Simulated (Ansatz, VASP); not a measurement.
## Two plane-wave programs on Mo3N

```
CELL_PARAMETERS angstrom
3.80006 0.00000 0.00000
0.00000 3.80006 0.00000
0.00000 0.00000 3.80006
ATOMIC_POSITIONS crystal
Mo 0.00000 0.50000 0.50000
Mo 0.50000 0.00000 0.50000
Mo 0.50000 0.50000 0.00000
N 0.00000 0.00000 0.00000
```

Alike in both runs: functional PBE; k mesh 12 × 12 × 12; occupations gaussian, width 0.1 eV; no spin polarisation.

Ansatz relaxed the structure, and its values are those at the end. VASP's run is a single point on that final structure, the one shown.

|  | VASP | Ansatz |
| --- | --- | --- |
| version | VASP 6.6.1 | Ansatz 0.2.0 |
| potentials or method | VASP PAW PBE potentials, release 64 (Mo_sv, N), cutoff 520 eV | scalar-relativistic, plane waves, PAW |
| valence electrons in the cell | 47 | 47 |

Ansatz gave:

```
gap on the k mesh at the Fermi level (eV) : none
pressure (GPa)                            : 0.0
```

Question: Which values does VASP return?

Answer: gap on the k mesh at the Fermi level (eV): none; pressure (GPa): 0.5.

A gap of «none» marks a metal or a gap that the smearing closes.
